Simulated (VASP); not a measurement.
# Cr (P6_3/mmc) in VASP: further runs

The runs below take Cr through single point, with LDA.

Everything below comes from runs of VASP 6.6.1. Logs are shortened: lines on timing, memory, paths and dates and some standing lists are left out, and cuts for length are marked.

### Step 1. The cell of the first run

It takes space group P6_3/mmc (No. 194, hexagonal). Conventional cell: a = 2.526 Å, b = 2.526 Å, c = 4.521 Å, α = 90.00°, β = 90.00°, γ = 120.00°. Within 3.3 Å of Cr (site symmetry -6m2) lie 12 Cr at 2.53 to 2.69 Å.

This isn't the form of Cr at room conditions, which is bcc.

### Step 2. Single point, LDA, collinear spin, ferromagnetic start (12.50 Å³/atom)

INCAR reads:

```
PREC = Accurate
ENCUT = 520
EDIFF = 1E-6
ISMEAR = -1
SIGMA = 0.05
LREAL = F
LASPH = T
NELM = 150
ALGO = Normal
ISIF = 2
LWAVE = F
LCHARG = F
ISPIN = 2
MAGMOM = 1.5 1.5
LORBIT = 11
LMAXMIX = 4
GGA = CA
NBANDS = 23
```

KPOINTS reads:

```
regular mesh
0
Gamma
  17 17 8
```

POSCAR reads:

```
Cr
1.0
    2.5264768063      0.0000000000      0.0000000000
   -1.2632384031      2.1879930963      0.0000000000
    0.0000000000      0.0000000000      4.5208847410
Cr
2
Direct
    0.3333333333      0.6666666667      0.2500000000
    0.6666666667      0.3333333333      0.7500000000
```

Potentials or basis: VASP PAW LDA potentials, release 64 (Cr_pv).

Started as:

```bash
> cat potpaw_LDA.64/Cr_pv/POTCAR > POTCAR
> mpirun -np 1 vasp_std > vasp.out
```

OUTCAR:

```text
PREC = Accurate
   ENCUT = 520
   EDIFF = 1E-6
   ISMEAR = -1
   LREAL = F
   LASPH = T
   NELM = 150
   ISIF = 2
   ISPIN = 2
   LORBIT = 11
   GGA = CA

 ion  position               nearest neighbor table
   1  0.333  0.667  0.250-   2 2.69   2 2.69   2 2.69   2 2.69   2 2.69   2 2.69
   2  0.667  0.333  0.750-   1 2.69   1 2.69   1 2.69   1 2.69   1 2.69   1 2.69

  LATTYP: Found a hexagonal cell.
 ALAT       =     2.5264768063
 C/A-ratio  =     1.7894028276

  Lattice vectors:

 A1 = (   2.5264768063,   0.0000000000,   0.0000000000)
 A2 = (  -1.2632384031,   2.1879930963,   0.0000000000)
 A3 = (   0.0000000000,   0.0000000000,   4.5208847410)

Analysis of symmetry for initial positions (statically):
=====================================================================
 Subroutine PRICEL returns:
 Original cell was already a primitive cell.

 Routine SETGRP: Setting up the symmetry group for a
 hexagonal supercell.

 Subroutine GETGRP returns: Found 24 space group operations
 (whereof 12 operations were pure point group operations)
 out of a pool of 24 trial point group operations.

The static configuration has the point symmetry D_3d.
 The point group associated with its full space group is D_6h.

Analysis of symmetry for dynamics (positions and initial velocities):
=====================================================================
 Subroutine PRICEL returns:
 Original cell was already a primitive cell.

 Routine SETGRP: Setting up the symmetry group for a
 hexagonal supercell.

 Subroutine GETGRP returns: Found 24 space group operations
 (whereof 12 operations were pure point group operations)
 out of a pool of 24 trial point group operations.

The dynamic configuration has the point symmetry D_3d.
 The point group associated with its full space group is D_6h.

Analysis of structural, dynamic, and magnetic symmetry:
=====================================================================
 Subroutine PRICEL returns:
 Original cell was already a primitive cell.

 Routine SETGRP: Setting up the symmetry group for a
 hexagonal supercell.

 Subroutine GETGRP returns: Found 24 space group operations
 (whereof 12 operations were pure point group operations)
 out of a pool of 24 trial point group operations.

The overall configuration has the point symmetry D_3d.
 The point group associated with its full space group is D_6h.

 Subroutine INISYM returns: Found 24 space group operations
 (whereof 12 operations are pure point group operations),
 and found     1 'primitive' translations

----------------------------------------------------------------------------------------

                                     Primitive cell

  volume of cell :      24.9911

  direct lattice vectors                    reciprocal lattice vectors
     2.526476806  0.000000000  0.000000000     0.395808106  0.228519917  0.000000000
    -1.263238403  2.187993096  0.000000000     0.000000000  0.457039833  0.000000000
     0.000000000  0.000000000  4.520884741     0.000000000  0.000000000  0.221195641

  length of vectors
     2.526476806  2.526476806  4.520884741     0.457039833  0.457039833  0.221195641

  position of ions in fractional coordinates (direct lattice)
     0.333333333  0.666666667  0.250000000
     0.666666667  0.333333333  0.750000000

  ion indices of the primitive-cell ions
   primitive index   ion index
                 1           1
                 2           2

----------------------------------------------------------------------------------------

 KPOINTS: regular mesh

Automatic generation of k-mesh.
 Grid dimensions read from file:
 generate k-points for:   17   17    8

 Generating k-lattice:

  Cartesian coordinates                     Fractional coordinates (reciprocal lattice)
     0.023282830  0.013442348  0.000000000     0.058823529  0.000000000  0.000000000
     0.000000000  0.026884696  0.000000000     0.000000000  0.058823529  0.000000000
     0.000000000  0.000000000  0.027649455     0.000000000  0.000000000  0.125000000

  Length of vectors
     0.026884696  0.026884696  0.027649455

  Shift w.r.t. Gamma in fractional coordinates (k-lattice)
     0.000000000  0.000000000  0.000000000

 Subroutine IBZKPT returns following result:
 ===========================================

 Found    165 irreducible k-points:

 Following reciprocal coordinates:
            Coordinates               Weight
  0.000000  0.000000  0.000000      1.000000
  0.058824 -0.000000  0.000000      6.000000
  0.117647 -0.000000  0.000000      6.000000
  0.176471 -0.000000  0.000000      6.000000
  0.235294 -0.000000  0.000000      6.000000
  0.294118 -0.000000  0.000000      6.000000
[... 16 lines left out ...]
  0.411765  0.117647  0.000000     12.000000
  0.176471  0.176471  0.000000      6.000000
 [... further k-points ...]
   k-points           NKPTS =    165   k-points in BZ     NKDIM =    165   number of bands    NBANDS=     23
   number of dos      NEDOS =    301   number of ions     NIONS =      2
   total plane-waves  NPLWV =  14400
   dimension x,y,z NGX =    20 NGY =   20 NGZ =   36
   dimension x,y,z NGXF=    40 NGYF=   40 NGZF=   72
   ions per type =               2
   NGX,Y,Z   is equivalent  to a cutoff of  13.16, 13.16, 13.24 a.u.
   NGXF,Y,Z  is equivalent  to a cutoff of  26.32, 26.32, 26.48 a.u.
 SYSTEM =  unknown system
   PREC   = accura    normal or accurate (medium, high low for compatibility)
   ISTART =      0    job   : 0-new  1-cont  2-samecut
   ICHARG =      2    charge: 1-file 2-atom 10-const
   ISPIN  =      2    spin polarized calculation?
   LNONCOLLINEAR =      F non collinear calculations
   LSORBIT =      F    spin-orbit coupling
   LASPH  =      T    aspherical Exc in radial PAW
   ENCUT  =  520.0 eV  38.22 Ry    6.18 a.u.   4.70  4.70  8.41*2*pi/ulx,y,z
   NELM   =    150;   NELMIN=  2; NELMDL= -5     # of ELM steps
   EDIFF  = 0.1E-05   stopping-criterion for ELM
   LREAL  =      F    real-space projection
   EDIFFG = 0.1E-04   stopping-criterion for IOM
   NSW    =      0    number of steps for IOM
   IBRION =     -1    ionic relax: 0-MD 1-quasi-New 2-CG
   NFREE  =      0    steps in history (QN), initial steepest desc. (CG)
   ISIF   =      2    stress and relaxation
   ISYM   =      2    0-nonsym 1-usesym 2-fastsym
   POTIM  = 0.5000    time-step for ionic-motion
   TEBEG  =    0.0;   TEEND  =   0.0 temperature during run
   PSTRESS=    0.0 pullay stress
   NELECT =      24.0000    total number of electrons
   NUPDOWN=      -1.0000    fix difference up-down
   EMIN   =  10.00;   EMAX   =-10.00  energy-range for DOS
   EFERMI =   0.00;   METHOD = LEGACY
   ISMEAR =    -1;   SIGMA  =   0.05  broadening in eV -4-tet -1-fermi 0-gaus
   EFERMI_NEDOS =   21; number of points for ismear=-14 and -15
   IALGO  =     38    algorithm
   IMIX   =      4    mixing-type and parameters
     AMIX     =   0.40;   BMIX     =  1.00
     AMIX_MAG =   1.60;   BMIX_MAG =  1.00
  volume/ion in A,a.u.               =      12.50        84.32
  Fermi-wavevector in a.u.,A,eV,Ry     =   1.615165  3.052220 35.494326  2.608759
  Thomas-Fermi vector in A             =   2.709957
   LORBIT       =     11    0 simple, 1 ext, 2 COOP (PROOUT), +10 PAW based schemes
   GGA     = CA    functional components
   LHFCALC =     F    Hartree Fock is set to
   AEXX    =    0.0000 exact exchange contribution
   IVDW    =     0    specifies the selected vdW correction
   LEPSILON=     F    determine dielectric tensor
   LRPA    =     F    only Hartree local field effects (RPA)
 spin polarized calculation
  energy-cutoff  :      520.00
  volume of cell :       24.99
 maximum number of plane-waves:       689
 NGX is ok and might be reduce to    20
   NGX =  9   NGY =  9   NGZ = 17

 number of electron      23.9999988 magnetization       0.0222627

 number of electron      23.9999988 magnetization      -0.0002304

 Free energy of the ion-electron system (eV)
  ---------------------------------------------------
  ext. energy  EPLUGINS =         0.00000000
  ---------------------------------------------------
  free energy    TOTEN  =       -20.20261809 eV

  energy without entropy =      -20.17362763  energy(sigma->0) =      -20.18812286

 E-fermi :   9.5255     XC(G=0): -13.5258

 val. band max:        9.5147515251   @ k =   0.1176  -0.0000   0.5000
 cond. band min:       9.5315069009   @ k =   0.3529   0.1765   0.1250
 fundamental gap:      0.0167553758
 Fermi energy:         9.5255107692

 spin component 1

 k-point     1 :       0.0000    0.0000    0.0000
  band No.  band energies     occupation
      1     -33.3067      1.00000
      2     -32.7228      1.00000
      3     -32.5683      1.00000
      4     -32.5683      1.00000
      5     -32.5119      1.00000
      6     -32.5119      1.00000
[... 15 lines left out ...]
     22      29.1125      0.00000
     23      29.4479      0.00000

 k-point     2 :       0.0588   -0.0000    0.0000
  band No.  band energies     occupation
      1     -33.2984      1.00000
      2     -32.7236      1.00000
      3     -32.5939      1.00000
      4     -32.5753      1.00000
      5     -32.5379      1.00000
      6     -32.5166      1.00000
[... 15 lines left out ...]
     22      29.2745      0.00000
     23      29.3092      0.00000

 k-point     3 :       0.1176   -0.0000    0.0000
  band No.  band energies     occupation
      1     -33.2743      1.00000
      2     -32.7261      1.00000
      3     -32.6669      1.00000
      4     -32.6118      1.00000
      5     -32.5949      1.00000
      6     -32.5304      1.00000
[... 15 lines left out ...]
     22      28.4829      0.00000
     23      29.7201      0.00000
[... 495 lines left out ...]
 k-point    23 :       0.4118    0.1176    0.0000
  band No.  band energies     occupation
      1     -33.2819      1.00000
      2     -33.2019      1.00000
      3     -32.9830      1.00000
      4     -32.8201      1.00000
      5     -32.8161      1.00000
      6     -32.7212      1.00000
[... 15 lines left out ...]
     22      20.7958      0.00000
     23      23.0562      0.00000

 k-point    24 :       0.1765    0.1765    0.0000
  band No.  band energies     occupation
      1     -33.1207      1.00000
      2     -33.0070      1.00000
      3     -33.0050      1.00000
      4     -32.7566      1.00000
      5     -32.7276      1.00000
      6     -32.6674      1.00000
[... 15 lines left out ...]
     22      23.5571      0.00000
     23      24.0276      0.00000

 [... further k-points ...]

 spin component 2

 k-point     1 :       0.0000    0.0000    0.0000
  band No.  band energies     occupation
      1     -33.3068      1.00000
      2     -32.7230      1.00000
      3     -32.5685      1.00000
      4     -32.5685      1.00000
      5     -32.5120      1.00000
      6     -32.5120      1.00000
[... 15 lines left out ...]
     22      29.1124      0.00000
     23      29.4479      0.00000

 k-point     2 :       0.0588   -0.0000    0.0000
  band No.  band energies     occupation
      1     -33.2985      1.00000
      2     -32.7237      1.00000
      3     -32.5940      1.00000
      4     -32.5754      1.00000
      5     -32.5381      1.00000
      6     -32.5168      1.00000
[... 15 lines left out ...]
     22      29.2745      0.00000
     23      29.3091      0.00000

 k-point     3 :       0.1176   -0.0000    0.0000
  band No.  band energies     occupation
      1     -33.2744      1.00000
      2     -32.7262      1.00000
      3     -32.6671      1.00000
      4     -32.6119      1.00000
      5     -32.5951      1.00000
      6     -32.5305      1.00000
[... 15 lines left out ...]
     22      28.4828      0.00000
     23      29.7201      0.00000
[... 495 lines left out ...]
 k-point    23 :       0.4118    0.1176    0.0000
  band No.  band energies     occupation
      1     -33.2820      1.00000
      2     -33.2020      1.00000
      3     -32.9831      1.00000
      4     -32.8202      1.00000
      5     -32.8162      1.00000
      6     -32.7213      1.00000
[... 15 lines left out ...]
     22      20.7958      0.00000
     23      23.0561      0.00000

 k-point    24 :       0.1765    0.1765    0.0000
  band No.  band energies     occupation
      1     -33.1208      1.00000
      2     -33.0071      1.00000
      3     -33.0052      1.00000
      4     -32.7567      1.00000
      5     -32.7277      1.00000
      6     -32.6675      1.00000
[... 15 lines left out ...]
     22      23.5570      0.00000
     23      24.0276      0.00000

 [... further k-points ...]

------------------------ aborting loop because EDIFF is reached ----------------------------------------

  FORCE on cell =-STRESS in cart. coord.  units (eV):
  Direction    XX          YY          ZZ          XY          YZ          ZX
  --------------------------------------------------------------------------------------
  -------------------------------------------------------------------------------------
  Total       -3.9983457     -3.9983457     -3.5319579     -0.0000000     -0.0000000     -0.0000000
  in kB     -256.3340078   -256.3340078   -226.4338795     -0.0000000     -0.0000000     -0.0000000
  external PRESSURE =    -246.3672984 kB  Pullay stress =       0.0000000 kB

 VOLUME and BASIS-vectors are now :
 -----------------------------------------------------------------------------
  energy-cutoff  :      520.00
  volume of cell :       24.99
      direct lattice vectors                 reciprocal lattice vectors
     2.526476806  0.000000000  0.000000000     0.395808106  0.228519917  0.000000000
    -1.263238403  2.187993096  0.000000000     0.000000000  0.457039833  0.000000000
     0.000000000  0.000000000  4.520884741     0.000000000  0.000000000  0.221195641

 POSITION                                       TOTAL-FORCE (eV/Angst)
 -----------------------------------------------------------------------------------
     -0.00000      1.45866      1.13022        -0.000000      0.000000      0.000000
      1.26324      0.72933      3.39066         0.000000     -0.000000      0.000000
 -----------------------------------------------------------------------------------
    total drift:                               -0.000000      0.000000     -0.000000

  FREE ENERGIE OF THE ION-ELECTRON SYSTEM (eV)
  ---------------------------------------------------
  free  energy   TOTEN  =       -20.2026180901 eV

  energy  without entropy=      -20.1736276277  energy(sigma->0) =      -20.18812286

 total charge

# of ion       s       p       d       tot
------------------------------------------
    1        0.414   6.339   4.180  10.934
    2        0.414   6.339   4.180  10.934
--------------------------------------------------
tot          0.828  12.678   8.361  21.867

 magnetization (x)

# of ion       s       p       d       tot
------------------------------------------
    1        0.000  -0.000  -0.000  -0.000
    2        0.000  -0.000  -0.000  -0.000
--------------------------------------------------
tot          0.000  -0.000  -0.000  -0.000
```

It took 65 s on 1 thread of Intel Xeon 6975P-C (Granite Rapids), shared host; peak memory 0.23 GiB.

Results:

```
Free energy                                           : -20.2026 eV
Pressure                                              : -24.6 GPa
Band gap on the k mesh                                : zero (filled and empty bands overlap)
Net moment                                            : 0.00 μB per cell
Valence electrons inside the program's atomic spheres : Cr 10.93
```

Stress tensor (GPa, compression positive):
```
-25.63   0.00   0.00
  0.00 -25.63   0.00
  0.00   0.00 -22.64
```

Levels at points of the mesh, in eV from the Fermi level:
Spin up:
| k point | band 8 | band 9 | band 10 | band 11 | band 12 | band 13 | band 14 | band 15 | band 16 | band 17 |
| --- | --- | --- | --- | --- | --- | --- | --- | --- | --- | --- |
| (0.00, 0.00, 0.00) | -3.86 | -1.11 | -0.32 | -0.32 | -0.17 | -0.01 | -0.01 | 0.97 | 0.97 | 2.02 |
| (0.00, 0.00, 0.50) | -5.44 | -1.47 | -1.47 | -0.30 | -0.30 | -0.30 | -0.30 | 1.65 | 1.65 | 1.65 |
Spin down:
| k point | band 9 | band 10 | band 11 | band 12 | band 13 | band 14 | band 15 | band 16 |
| --- | --- | --- | --- | --- | --- | --- | --- | --- |
| (0.00, 0.00, 0.00) | -1.11 | -0.32 | -0.32 | -0.17 | -0.01 | -0.01 | 0.97 | 0.97 |
| (0.00, 0.00, 0.50) | -1.47 | -1.47 | -0.30 | -0.30 | -0.30 | -0.30 | 1.65 | 1.65 |

Caveat: the cell stands under tension; an empty level that is flat over the whole mesh can mark a ghost state of the potentials, or a narrow d or f band; the moments typed at the start vanished in this run.

### Step 3. Single point, LDA, collinear spin, antiferromagnetic start

This run uses another cell than the first one, of 11.16 Å³/atom.

INCAR reads:

```
ALGO = Normal
EDIFF = 1E-6
ENCUT = 500
GGA_COMPAT = False
ISIF = 2
ISMEAR = -1
ISPIN = 2
LASPH = True
LCHARG = True
LELF = True
LMAXMIX = 4
LORBIT = 11
LREAL = False
LVHAR = True
LWAVE = False
MAGMOM = 1.5 -1.5
NBANDS = 23
NELM = 200
PREC = Accurate
SIGMA = 0.05
```

KPOINTS reads:

```
k-points
0
Gamma
  14 14 8
```

POSCAR reads:

```
Cr
1.0
    2.4328162658      0.0000000000      0.0000000000
   -1.2164081329      2.1068806889      0.0000000000
    0.0000000000      0.0000000000      4.3532881882
Cr
2
Direct
    0.3333333333      0.6666666667      0.2500000000
    0.6666666667      0.3333333333      0.7500000000
```

Potentials or basis: VASP PAW LDA potentials, release 64 (Cr_pv).

Started as:

```bash
> cat potpaw_LDA.64/Cr_pv/POTCAR > POTCAR
> mpirun -np 1 vasp_std > vasp.out
```

Wall time 2.6 min (1 thread of Intel Xeon 8259CL, shared host); peak memory 0.19 GiB.

Results (log left out):

```yaml
Free_energy: -20.4285 eV
Pressure: -0.1 GPa
Band_gap_on_the_k_mesh: zero (filled and empty bands overlap)
Net_moment: 0.00 μB per cell
Valence_electrons_inside_the_program's_atomic_spheres: Cr 11.17
```

Levels at points of the mesh, in eV from the Fermi level:
Spin up:
```tsv
k point	band 9	band 10	band 11	band 12	band 13	band 14	band 15	band 16
(0.00, 0.00, 0.00)	-1.32	-0.41	-0.41	-0.05	-0.05	-0.05	1.13	1.13
(0.50, 0.00, 0.00)	-3.67	-1.04	-0.48	-0.28	-0.21	2.48	3.09	3.22
(0.00, 0.00, 0.50)	-1.71	-1.71	-0.39	-0.39	-0.39	-0.39	1.93	1.93
(0.50, 0.00, 0.50)	-2.71	-2.71	0.98	0.98	1.48	1.48	3.16	3.16
```
Spin down:
| k point | band 8 | band 9 | band 10 | band 11 | band 12 | band 13 | band 14 | band 15 | band 16 | band 17 |
| --- | --- | --- | --- | --- | --- | --- | --- | --- | --- | --- |
| (0.00, 0.00, 0.00) | -4.26 | -1.32 | -0.41 | -0.41 | -0.05 | -0.05 | -0.05 | 1.13 | 1.13 | 2.36 |
| (0.50, 0.00, 0.00) | -3.72 | -3.67 | -1.04 | -0.48 | -0.28 | -0.21 | 2.48 | 3.09 | 3.22 | 4.53 |
| (0.00, 0.00, 0.50) | -5.67 | -1.71 | -1.71 | -0.39 | -0.39 | -0.39 | -0.39 | 1.93 | 1.93 | 1.93 |
| (0.50, 0.00, 0.50) | -4.22 | -2.71 | -2.71 | 0.98 | 0.98 | 1.48 | 1.48 | 3.16 | 3.16 | 3.83 |

Caveat: an empty level that is flat over the whole mesh can mark a ghost state of the potentials, or a narrow d or f band; the moments typed at the start vanished in this run.

(Part 1 of 2 ends here.)
